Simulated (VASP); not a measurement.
# Ge (Fd-3m) in VASP: a series of runs

The runs below take Ge through single point, relaxation of cell and atoms, with PBE+D3(BJ).

All numbers are computed with VASP 6.6.1; they aren't measurements. Logs are shortened: lines on timing, memory, paths and dates and some standing lists are left out, and cuts for length are marked.

## 1. The cell of the first run

It takes space group Fd-3m (No. 227, cubic). Conventional cell: a = 5.700 Å, b = 5.700 Å, c = 5.700 Å, α = 90.00°, β = 90.00°, γ = 90.00°. Within 3.3 Å of Ge (site symmetry -43m) lie 4 Ge at 2.47 Å.

## 2. Single point, PBE+D3(BJ)

File INCAR:

```
  PREC = Accurate
  ENCUT = 520
  EDIFF = 1E-6
  ISMEAR = 0
  SIGMA = 0.1
  LREAL = False
  LASPH = True
  NELM = 80
  ALGO = Normal
  ISIF = 2
  LWAVE = False
  LCHARG = True
  GGA = PE
  IVDW = 12
  LELF = True
  LVHAR = True
  NBANDS = 21
```

File KPOINTS:

```
Automatic mesh
0
Gamma
  12 12 12
```

File POSCAR:

```
Ge
1.0
    0.0000000000      2.8498220982      2.8498220982
    2.8498220982      0.0000000000      2.8498220982
    2.8498220982      2.8498220982      0.0000000000
Ge
2
Direct
    0.5000000000      0.5000000000      0.5000000000
    0.7500000000      0.7500000000      0.7500000000
```

Potentials or basis: VASP PAW PBE potentials, release 64 (Ge_d).

Command:

```bash
> cat potpaw_PBE.64/Ge_d/POTCAR > POTCAR
> mpirun -np 1 vasp_std > vasp.out
```

OUTCAR:

```text
PREC = Accurate
   ENCUT = 520
   EDIFF = 1E-6
   ISMEAR = 0
   LREAL = False
   LASPH = True
   NELM = 80
   ISIF = 2
   GGA = PE
   IVDW = 12
 IVDW          = 12

 ion  position               nearest neighbor table
   1  0.500  0.500  0.500-   2 2.47   2 2.47   2 2.47   2 2.47
   2  0.750  0.750  0.750-   1 2.47   1 2.47   1 2.47   1 2.47

  LATTYP: Found a face centered cubic cell.
 ALAT       =     5.6996441964

  Lattice vectors:

 A1 = (   0.0000000000,   2.8498220982,   2.8498220982)
 A2 = (   2.8498220982,   0.0000000000,   2.8498220982)
 A3 = (   2.8498220982,   2.8498220982,   0.0000000000)

Analysis of symmetry for initial positions (statically):
=====================================================================
 Subroutine PRICEL returns:
 Original cell was already a primitive cell.

 Routine SETGRP: Setting up the symmetry group for a
 face centered cubic supercell.

 Subroutine GETGRP returns: Found 48 space group operations
 (whereof 24 operations were pure point group operations)
 out of a pool of 48 trial point group operations.

The static configuration has the point symmetry T_d .
 The point group associated with its full space group is O_h .

Analysis of symmetry for dynamics (positions and initial velocities):
=====================================================================
 Subroutine PRICEL returns:
 Original cell was already a primitive cell.

 Routine SETGRP: Setting up the symmetry group for a
 face centered cubic supercell.

 Subroutine GETGRP returns: Found 48 space group operations
 (whereof 24 operations were pure point group operations)
 out of a pool of 48 trial point group operations.

The dynamic configuration has the point symmetry T_d .
 The point group associated with its full space group is O_h .

 Subroutine INISYM returns: Found 48 space group operations
 (whereof 24 operations are pure point group operations),
 and found     1 'primitive' translations

----------------------------------------------------------------------------------------

                                     Primitive cell

  volume of cell :      46.2896

  direct lattice vectors                    reciprocal lattice vectors
     0.000000000  2.849822098  2.849822098    -0.175449548  0.175449548  0.175449548
     2.849822098  0.000000000  2.849822098     0.175449548 -0.175449548  0.175449548
     2.849822098  2.849822098  0.000000000     0.175449548  0.175449548 -0.175449548

  length of vectors
     4.030257062  4.030257062  4.030257062     0.303887532  0.303887532  0.303887532

  position of ions in fractional coordinates (direct lattice)
     0.500000000  0.500000000  0.500000000
     0.750000000  0.750000000  0.750000000

  ion indices of the primitive-cell ions
   primitive index   ion index
                 1           1
                 2           2

----------------------------------------------------------------------------------------

 KPOINTS: Automatic mesh

Automatic generation of k-mesh.
 Grid dimensions read from file:
 generate k-points for:   12   12   12

 Generating k-lattice:

  Cartesian coordinates                     Fractional coordinates (reciprocal lattice)
    -0.014620796  0.014620796  0.014620796     0.083333333  0.000000000  0.000000000
     0.014620796 -0.014620796  0.014620796     0.000000000  0.083333333  0.000000000
     0.014620796  0.014620796 -0.014620796     0.000000000  0.000000000  0.083333333

  Length of vectors
     0.025323961  0.025323961  0.025323961

  Shift w.r.t. Gamma in fractional coordinates (k-lattice)
     0.000000000  0.000000000  0.000000000

 Subroutine IBZKPT returns following result:
 ===========================================

 Found     72 irreducible k-points:

 Following reciprocal coordinates:
            Coordinates               Weight
  0.000000  0.000000  0.000000      1.000000
  0.083333  0.000000  0.000000      8.000000
  0.166667  0.000000  0.000000      8.000000
  0.250000  0.000000  0.000000      8.000000
  0.333333  0.000000  0.000000      8.000000
  0.416667  0.000000  0.000000      8.000000
[... 16 lines left out ...]
  0.500000  0.166667  0.000000     24.000000
 -0.416667  0.166667  0.000000     24.000000
 [... further k-points ...]
   k-points           NKPTS =     72   k-points in BZ     NKDIM =     72   number of bands    NBANDS=     21
   number of dos      NEDOS =    301   number of ions     NIONS =      2
   total plane-waves  NPLWV =  27000
   dimension x,y,z NGX =    30 NGY =   30 NGZ =   30
   dimension x,y,z NGXF=    60 NGYF=   60 NGZF=   60
   ions per type =               2
   NGX,Y,Z   is equivalent  to a cutoff of  12.37, 12.37, 12.37 a.u.
   NGXF,Y,Z  is equivalent  to a cutoff of  24.75, 24.75, 24.75 a.u.
 SYSTEM =  unknown system
   PREC   = accura    normal or accurate (medium, high low for compatibility)
   ISTART =      0    job   : 0-new  1-cont  2-samecut
   ICHARG =      2    charge: 1-file 2-atom 10-const
   ISPIN  =      1    spin polarized calculation?
   LNONCOLLINEAR =      F non collinear calculations
   LSORBIT =      F    spin-orbit coupling
   LASPH  =      T    aspherical Exc in radial PAW
   ENCUT  =  520.0 eV  38.22 Ry    6.18 a.u.   7.49  7.49  7.49*2*pi/ulx,y,z
   NELM   =     80;   NELMIN=  2; NELMDL= -5     # of ELM steps
   EDIFF  = 0.1E-05   stopping-criterion for ELM
   LREAL  =      F    real-space projection
   EDIFFG = 0.1E-04   stopping-criterion for IOM
   NSW    =      0    number of steps for IOM
   IBRION =     -1    ionic relax: 0-MD 1-quasi-New 2-CG
   NFREE  =      0    steps in history (QN), initial steepest desc. (CG)
   ISIF   =      2    stress and relaxation
   ISYM   =      2    0-nonsym 1-usesym 2-fastsym
   POTIM  = 0.5000    time-step for ionic-motion
   TEBEG  =    0.0;   TEEND  =   0.0 temperature during run
   PSTRESS=    0.0 pullay stress
   NELECT =      28.0000    total number of electrons
   NUPDOWN=      -1.0000    fix difference up-down
   EMIN   =  10.00;   EMAX   =-10.00  energy-range for DOS
   EFERMI =   0.00;   METHOD = LEGACY
   ISMEAR =     0;   SIGMA  =   0.10  broadening in eV -4-tet -1-fermi 0-gaus
   EFERMI_NEDOS =   21; number of points for ismear=-14 and -15
   IALGO  =     38    algorithm
   IMIX   =      4    mixing-type and parameters
     AMIX     =   0.40;   BMIX     =  1.00
     AMIX_MAG =   1.60;   BMIX_MAG =  1.00
  volume/ion in A,a.u.               =      23.14       156.19
  Fermi-wavevector in a.u.,A,eV,Ry     =   1.384522  2.616367 26.081012  1.916900
  Thomas-Fermi vector in A             =   2.509018
   LORBIT       =      0    0 simple, 1 ext, 2 COOP (PROOUT), +10 PAW based schemes
   GGA     = PE    functional components
   LHFCALC =     F    Hartree Fock is set to
   AEXX    =    0.0000 exact exchange contribution
   IVDW    =    12    specifies the selected vdW correction
   LEPSILON=     F    determine dielectric tensor
   LRPA    =     F    only Hartree local field effects (RPA)
 non-spin polarized calculation
 Gauss-broadening in eV      SIGMA  =   0.10
  energy-cutoff  :      520.00
  volume of cell :       46.29
 maximum number of plane-waves:      1283
 NGX is ok and might be reduce to    30
   NGX = 15   NGY = 15   NGZ = 15

 number of electron      28.0000004 magnetization

 Free energy of the ion-electron system (eV)
  ---------------------------------------------------
  ext. energy  EPLUGINS =         0.00000000
  ---------------------------------------------------
  free energy    TOTEN  =        -9.02676804 eV

  energy without entropy =       -9.02656530  energy(sigma->0) =       -9.02666667

 E-fermi :   4.7953     XC(G=0):  -9.8204

 val. band max:        4.7789548089   @ k =   0.0000   0.0000   0.0000
 cond. band min:       4.8971279719   @ k =   0.5000   0.0000   0.0000
 fundamental gap:      0.1181731630
 Fermi energy:         4.7953240637

 k-point     1 :       0.0000    0.0000    0.0000
  band No.  band energies     occupation
      1     -20.0058      2.00000
      2     -20.0058      2.00000
      3     -20.0058      2.00000
      4     -19.9713      2.00000
      5     -19.9713      2.00000
      6     -19.7724      2.00000
[... 13 lines left out ...]
     20      14.2030      0.00000
     21      14.2030      0.00000

 k-point     2 :       0.0833    0.0000    0.0000
  band No.  band energies     occupation
      1     -20.0098      2.00000
      2     -20.0098      2.00000
      3     -20.0047      2.00000
      4     -19.9659      2.00000
      5     -19.9659      2.00000
      6     -19.7791      2.00000
[... 13 lines left out ...]
     20      13.6512      0.00000
     21      13.6512      0.00000

 k-point     3 :       0.1667    0.0000    0.0000
  band No.  band energies     occupation
      1     -20.0170      2.00000
      2     -20.0170      2.00000
      3     -20.0017      2.00000
      4     -19.9550      2.00000
      5     -19.9550      2.00000
      6     -19.7889      2.00000
[... 13 lines left out ...]
     20      13.1023      0.00000
     21      13.1023      0.00000

 k-point     4 :       0.2500    0.0000    0.0000
  band No.  band energies     occupation
      1     -20.0229      2.00000
      2     -20.0229      2.00000
      3     -19.9975      2.00000
      4     -19.9444      2.00000
      5     -19.9444      2.00000
      6     -19.7971      2.00000
[... 13 lines left out ...]
     20      13.0781      0.00000
     21      13.0781      0.00000

 k-point     5 :       0.3333    0.0000    0.0000
  band No.  band energies     occupation
      1     -20.0266      2.00000
      2     -20.0266      2.00000
      3     -19.9933      2.00000
      4     -19.9369      2.00000
      5     -19.9369      2.00000
      6     -19.8025      2.00000
[... 13 lines left out ...]
     20      13.7005      0.00000
     21      13.7005      0.00000
[... 382 lines left out ...]
     20      14.4275      0.00000
     21      14.9915      0.00000

 k-point    22 :       0.4167    0.1667    0.0000
  band No.  band energies     occupation
      1     -20.0407      2.00000
      2     -20.0289      2.00000
      3     -19.9834      2.00000
      4     -19.9275      2.00000
      5     -19.9081      2.00000
      6     -19.8462      2.00000
[... 13 lines left out ...]
     20      14.8244      0.00000
     21      15.8454      0.00000

 k-point    23 :       0.5000    0.1667    0.0000
  band No.  band energies     occupation
      1     -20.0445      2.00000
      2     -20.0322      2.00000
      3     -19.9732      2.00000
      4     -19.9192      2.00000
      5     -19.9114      2.00000
      6     -19.8397      2.00000
[... 13 lines left out ...]
     20      15.6584      0.00000
     21      15.9107      0.00000

 k-point    24 :      -0.4167    0.1667    0.0000
  band No.  band energies     occupation
      1     -20.0447      2.00000
      2     -20.0345      2.00000
      3     -19.9678      2.00000
      4     -19.9200      2.00000
      5     -19.9132      2.00000
      6     -19.8270      2.00000
[... 13 lines left out ...]
     20      14.3849      0.00000
     21      15.0269      0.00000

 [... further k-points ...]

------------------------ aborting loop because EDIFF is reached ----------------------------------------

 Edisp (eV)   -0.58092

 E8    (eV) :    -0.2603

  FORCE on cell =-STRESS in cart. coord.  units (eV):
  Direction    XX          YY          ZZ          XY          YZ          ZX
  --------------------------------------------------------------------------------------
  -------------------------------------------------------------------------------------
  Total      -0.02827    -0.02827    -0.02827     0.00000     0.00000    -0.00000
  in kB      -0.97832    -0.97832    -0.97832     0.00000     0.00000    -0.00000
  external pressure =       -0.98 kB  Pullay stress =        0.00 kB

 VOLUME and BASIS-vectors are now :
 -----------------------------------------------------------------------------
  energy-cutoff  :      520.00
  volume of cell :       46.29
      direct lattice vectors                 reciprocal lattice vectors
     0.000000000  2.849822098  2.849822098    -0.175449548  0.175449548  0.175449548
     2.849822098  0.000000000  2.849822098     0.175449548 -0.175449548  0.175449548
     2.849822098  2.849822098  0.000000000     0.175449548  0.175449548 -0.175449548

 POSITION                                       TOTAL-FORCE (eV/Angst)
 -----------------------------------------------------------------------------------
      2.84982      2.84982      2.84982         0.000000      0.000000      0.000000
      4.27473      4.27473      4.27473        -0.000000     -0.000000     -0.000000
 -----------------------------------------------------------------------------------
    total drift:                                0.000000     -0.000000     -0.000000

  FREE ENERGIE OF THE ION-ELECTRON SYSTEM (eV)
  ---------------------------------------------------
  free  energy   TOTEN  =        -9.6076891451 eV

  energy  without entropy=       -9.6074864050  energy(sigma->0) =       -9.60758778
```

Run time: 54 s. Hardware: 1 thread of AMD EPYC 9R45 (Zen 5), shared host; peak memory 0.17 GiB.

What came out:

| Property | Result |
| --- | --- |
| Free energy | -9.6077 eV |
| Pressure | -0.1 GPa |
| Band gap on the k mesh | zero (filled and empty bands touch) |
| Dispersion energy per atom | -0.290 eV |

Caveat: pairwise dispersion overbinds metals, which lowers pressure and volume.

## 3. Relaxation of cell and atoms, PBE+D3(BJ)

This run uses another cell than the first one, of 22.84 Å³/atom, 0.987 times its volume.

File INCAR:

```
PREC     = Accurate       # precision mode
ENCUT    = 600            # plane-wave cutoff, eV
EDIFF    = 1E-6           # SCF threshold, eV
ISMEAR   = 0              # smearing method
SIGMA    = 0.1            # smearing width, eV
LREAL    = False          # projectors in reciprocal space
LASPH    = True           # aspherical terms in the spheres
NELM     = 80             # most SCF steps
ALGO     = Normal         # electronic algorithm
ISIF     = 3              # what is computed and relaxed
LWAVE    = False          # write WAVECAR
LCHARG   = False          # write CHGCAR
GGA      = PE             # functional
IVDW     = 12             # dispersion correction
IBRION   = 2              # ionic algorithm
NSW      = 100            # ionic steps
EDIFFG   = -0.005         # ionic threshold
```

File KPOINTS:

```
regular mesh
0
Gamma
  12 12 12
```

File POSCAR:

```
Ge
1.0
    0.0000000000      2.8374271074      2.8374271074
    2.8374271074      0.0000000000      2.8374271074
    2.8374271074      2.8374271074      0.0000000000
Ge
2
Direct
    0.5000000000      0.5000000000      0.5000000000
    0.7500000000      0.7500000000      0.7500000000
```

Potentials or basis: VASP PAW PBE potentials, release 64 (Ge_d).

Command:

```bash
> cat potpaw_PBE.64/Ge_d/POTCAR > POTCAR
> mpirun -np 1 vasp_std > vasp.out
```

It took 70 s on 1 thread of AMD EPYC 9R45 (Zen 5), shared host; peak memory 0.19 GiB.

The run converged. Its results:

```
Free energy                            : -9.6077 eV
Relaxed volume                         : 23.21 Å³/atom
Relaxed cell                           : a = 4.034 Å, b = 4.034 Å, c = 4.034 Å, α = 60.00°, β = 60.00°, γ = 60.00°
Space group after relaxing (to 0.05 Å) : Fd-3m (No. 227)
Energy gained by relaxing              : 0.7 meV/atom
Ionic steps                            : 2
Pressure after relaxing                : 0.0 GPa
Band gap on the k mesh                 : zero (filled and empty bands touch)
Dispersion energy per atom             : -0.290 eV
```

The path:
| step | energy change (eV) | largest force (eV/Å) | pressure (GPa) | volume (Å³) |
| --- | --- | --- | --- | --- |
| 1 | 0.0000 | 0.0000 | 0.78 | 45.69 |
| 2 | -0.0014 | 0.0000 | 0.00 | 46.43 |

Final structure:
```
CELL_PARAMETERS angstrom
0.00000 2.85269 2.85269
2.85269 0.00000 2.85269
2.85269 2.85269 0.00000
ATOMIC_POSITIONS crystal
Ge 0.50000 0.50000 0.50000
Ge 0.75000 0.75000 0.75000
```

Levels at points of the mesh, in eV from the Fermi level:
```tsv
k point	band 10	band 11	band 12	band 13	band 14	band 15	band 16	band 17	band 18
(0.00, 0.00, 0.00)	-24.55	-12.60	-0.21	-0.01	-0.01	-0.01	2.53	2.53	2.53
(0.50, 0.00, 0.00)	-24.53	-10.57	-7.50	-1.38	-1.38	0.10	3.72	3.72	7.11
(0.50, 0.50, 0.00)	-24.51	-8.81	-8.81	-3.00	-3.00	0.77	0.77	9.30	9.30
```

Caveat: pairwise dispersion overbinds metals, which lowers pressure and volume.
